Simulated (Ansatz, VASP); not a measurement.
## GdN: VASP beside Ansatz

Contents of INCAR:

```
SYSTEM = GdN
PREC = Accurate
ENCUT = 520
EDIFF = 1E-7
ISMEAR = 0
SIGMA = 0.05
LREAL = .FALSE.
LASPH = .TRUE.
NELM = 150
ALGO = Normal
ISIF = 2
LWAVE = .FALSE.
LCHARG = .FALSE.
ISPIN = 2
MAGMOM = 7.63 0
LORBIT = 11
LMAXMIX = 6
LDAU = .TRUE.
LDAUTYPE = 2
LDAUL = 3 -1
LDAUU = 6 0
LDAUJ = 0 0
LDAUPRINT = 1
GGA = PE
NBANDS = 22
```

The input KPOINTS:

```
regular mesh
0
G
  10 10 10
  0 0 0
```

File POSCAR:

```
GdN
1.0
    0.0000000000      2.5011167844      2.5011167844
    2.5011167844      0.0000000000      2.5011167844
    2.5011167844      2.5011167844      0.0000000000
Gd N
1 1
Direct
    0.5000000000      0.5000000000      0.5000000000
    0.0000000000      0.0000000000      0.0000000000
```

Input for Ansatz:

```yaml
crystal:
  lattice:
    - [0.0, 2.5011167849, 2.5011167849]
    - [2.5011167849, 0.0, 2.5011167849]
    - [2.5011167849, 2.5011167849, 0.0]
  atoms:
    - { symbol: Gd, position: [0.5, 0.5, 0.5], spin: 7.63 }
    - { symbol: "N", position: [0.0, 0.0, 0.0] }
basis:
  ecutwfc: 420
  ecutrho_ratio: 4
kpoints:
  mp_grid: { grid: [10, 10, 10] }
  band_path:
    path:
      - [[0.0, 0.0, 0.0], [0.5, 0.0, 0.5], [0.625, 0.25, 0.625]]
      - [[0.375, 0.375, 0.75], [0.0, 0.0, 0.0], [0.5, 0.5, 0.5], [0.5, 0.25, 0.75], [0.5, 0.0, 0.5]]
    npoints: 14
hamiltonian:
  xc: pbe
  hubbard: { sites: [{ species: Gd, l: f, u_eff: 6.0 }] }
scf:
  occupations: { method: gaussian, width: 0.05 }
  lower_state_search: "off"
  n_extra_bands: 16
output:
  forces: true
  stress: true
  eigenvalues: true
  populations: true
  hubbard: { sites: [{ species: Gd, l: f }] }
  dos: { projected: true, de: 0.02, nscf_kmesh: { grid: [15, 15, 15] } }
  bader: true
  write_density: true
  write_potential: true
  elf: true
  volumetric_format: npy
magnetization:
  spin_polarized: true
checkpoint:
  read: start.run
  write: ck
  compress: false
  write_wavefunctions: false
  write_every: 100000
```

Alike in both runs: task single point; functional PBE; k mesh 10 × 10 × 10; occupations gaussian, width 0.05 eV; collinear spin; Hubbard terms Gd f U = 6.0 eV.

```csv
,VASP,Ansatz
version,VASP 6.6.1,Ansatz 0.2.0
potentials or method,"VASP PAW PBE potentials, release 64 (Gd, N), cutoff 520 eV","scalar-relativistic, plane waves, PAW"
valence electrons in the cell,23,23
```

```tsv
	VASP	Ansatz	Ansatz less VASP
gap on the k mesh at the Fermi level (eV)	none	none	-
pressure (GPa)	0.3	0.0	-0.28
net moment per atom (μB)	3.50	3.50	0.000
size of the moment on the site where the two differ most (μB)	6.87	6.94	+0.064
```

Site moments also hang on the region over which each program counts them. The programs project onto different local orbitals, so the same U acts differently, and such runs can settle in different states. A gap of «none» marks a metal or a gap that the smearing closes. Ansatz's warnings: filled band counts differ across k points, stability check not made.

Spin-orbit coupling is off throughout.
